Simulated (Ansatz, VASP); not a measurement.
# Two plane-wave programs on Al

```xyz
1
Lattice="0.0000 2.0249 2.0249 2.0249 0.0000 2.0249 2.0249 2.0249 0.0000" Properties=species:S:1:pos:R:3 pbc="T T T"
Al    0.0000    0.0000    0.0000
```

Alike in both runs: task single point; functional PBEsol; k mesh 10 × 10 × 10; occupations fermi-dirac, width 0.05 eV; no spin polarisation.

```csv
,VASP,Ansatz
version,VASP 6.6.1,Ansatz 0.2.0
potentials or method,"VASP PAW PBE potentials, release 64 (Al), cutoff 500 eV","PAW, plane waves, scalar-relativistic"
valence electrons in the cell,3,3
```

```csv
,VASP,Ansatz,Ansatz less VASP
pressure (GPa),-2.0,-2.0,-0.04
```

VASP's potentials were made for PBE, not for PBEsol. The functional is the same, so the differences come from potentials, cutoffs and numerics.
